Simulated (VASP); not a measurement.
Wanted: the native input for a VASP 6.6.1 run.

| Item | Value |
| --- | --- |
| Task | single point |
| Functional | PBE |
| Potentials or basis | VASP PAW PBE potentials, release 64 (Si, Mo_sv) |
| Cutoff | 520 eV |
| k mesh | 6 × 6 × 2 |
| Occupations | gaussian, width 0.1 eV |
| Spin | no spin polarisation |
| Dipole correction | no |
| Further INCAR settings | ALGO = Normal; EDIFF = 1e-06; NBANDS = 26 |

The structure of Si5Mo lies in POSCAR:

```
Si5Mo
1.0
    2.7547102700      0.0000000000      0.0000000000
   -1.3773551300      2.3856490700      0.0000000000
    0.0000000000      0.0000000000     13.3899325400
Si Mo
5 1
Direct
    0.6666666700      0.3333333300      0.8353336500
    0.0000000000      0.0000000000      0.6676422400
    0.6666666700      0.3333333300      0.5000000000
    0.0000000000      0.0000000000      0.3323577600
    0.6666666700      0.3333333300      0.1646663500
    0.0000000000      0.0000000000      0.0000000000
```

The cell was built from a structure type or drawn by symmetry, and may not be a known phase.

These files were run (other wordings do the same):

INCAR

```
  PREC = Accurate
  ENCUT = 520
  EDIFF = 1E-6
  ISMEAR = 0
  SIGMA = 0.1
  LREAL = False
  LASPH = True
  NELM = 60
  ALGO = Normal
  ISIF = 2
  LWAVE = False
  LCHARG = True
  GGA = PE
  LELF = True
  LVHAR = True
  NBANDS = 26
```

KPOINTS

```
regular mesh
0
Gamma
  6 6 2
```

Potentials or basis: VASP PAW PBE potentials, release 64 (Si, Mo_sv).

Command:

```console
$ cat potpaw_PBE.64/Si/POTCAR potpaw_PBE.64/Mo_sv/POTCAR > POTCAR
$ mpirun -np 1 vasp_std > vasp.out
```

It gave:

```json
{
  "Pressure": "-0.4 GPa",
  "Largest force": "0.554 eV/Å",
  "Band gap on the k mesh": "zero (bands 17 and 18 overlap by 3.52 eV)"
}
```

Caveat: the k points lie up to 0.44 Å⁻¹ apart, too coarse for converged energies and pressures of a metal.

Wall time 38 s on 1 thread of Intel(R) Xeon(R) 6975P-C (Granite Rapids) (shared host), peak memory 0.19 GiB.
